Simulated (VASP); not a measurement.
Input of a VASP 6.6.1 run:

Contents of INCAR:

```
PREC     = Accurate       # precision mode
ENCUT    = 520            # plane-wave cutoff, eV
EDIFF    = 1E-7           # SCF threshold, eV
ISMEAR   = 0              # smearing method
SIGMA    = 0.05           # smearing width, eV
LREAL    = False          # projectors in reciprocal space
LASPH    = True           # aspherical terms in the spheres
NELM     = 60             # most SCF steps
ALGO     = Normal         # electronic algorithm
ISIF     = 2              # what is computed and relaxed
LWAVE    = False          # write WAVECAR
LCHARG   = True           # write CHGCAR
GGA      = PE             # functional
LELF     = True           # ELF
LVHAR    = True         
NBANDS   = 28             # bands
```

KPOINTS

```
regular mesh
0
Gamma
  8 8 8
```

Contents of POSCAR:

```
SrTiO3
1.0
    3.9364094381      0.0000000000      0.0000000000
    0.0000000000      3.9364094381      0.0000000000
    0.0000000000      0.0000000000      3.9364094381
Sr Ti O
1 1 3
Direct
   -0.0085729158      0.0000000000      0.0000000000
    0.5307672386      0.5000000000      0.5000000000
   -0.0193055657      0.5000000000      0.5000000000
    0.4871021068      0.0000000000      0.5000000000
    0.4871021068      0.5000000000      0.0000000000
```

Potentials or basis: VASP PAW PBE potentials, release 64 (Sr_sv, Ti_sv, O).

Command:

```bash
$ cat potpaw_PBE.64/Sr_sv/POTCAR potpaw_PBE.64/Ti_sv/POTCAR potpaw_PBE.64/O/POTCAR > POTCAR
$ mpirun -np 1 vasp_std > vasp.out
```

**Question.** What does it give for the pressure?

**Answer.** 3.3 GPa.

**Question.** Predict the largest force.

**Answer.** 1.428 eV/Å.

**Question.** What does it give for the band gap on the k mesh?

**Answer.** 1.87 eV (least direct gap 2.49 eV).

Forces in eV/Å, atoms in the order of the input:
```
Sr   0.423  0.000  0.000
Ti  -1.428  0.000  0.000
O    1.021  0.000  0.000
O   -0.008  0.000  0.000
O   -0.008  0.000  0.000
```

Caveat: the cell differs from its parent crystal (atoms displaced along several vibrational modes); the stress differs along the axes, from 1 to 8 GPa; forces of over 1 eV/Å act on the atoms, so gaps and moduli don't describe the material at rest. A k mesh can miss the band edges.
